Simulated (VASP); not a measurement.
Here is a VASP 6.6.1 calculation.

The input INCAR:

```
SYSTEM = Sn
ALGO = Fast
EDIFF = 1E-6
ENCUT = 520
GGA = PE
ISIF = 2
ISMEAR = 0
IVDW = 12
LASPH = .TRUE.
LCHARG = .FALSE.
LREAL = .FALSE.
LWAVE = .FALSE.
NBANDS = 13
NELM = 60
PREC = Accurate
SIGMA = 0.15
```

The input KPOINTS:

```
k-points
0
G
  24 24 24
  0 0 0
```

File POSCAR:

```
Sn
1.0
   -1.7544065426      1.7458406278      2.1674907457
    1.7544065426     -1.7458406278      2.1674907457
    1.7544065426      1.7458406278     -2.1674907457
Sn
1
Direct
    0.0000000000      0.0000000000      0.0000000000
```

Potentials or basis: VASP PAW PBE potentials, release 64 (Sn_d).

Command:

```console
$ cat potpaw_PBE.64/Sn_d/POTCAR > POTCAR
$ mpirun -np 1 vasp_std > vasp.out
```

Problem. Estimate the dispersion energy per atom.

Solution. -0.394 eV.

Problem. What does it give for the pressure?

Solution. 0.2 GPa.

Problem. Predict the band gap on the k mesh.

Solution. Zero (bands 7 and 8 overlap by 10.08 eV).

Caveat: the cell differs from its parent crystal (strain -0.0050 x Voigt [0, 1, 0, 0, 0, 0]); spin-orbit coupling is left out, which moves the levels of the heavy elements.
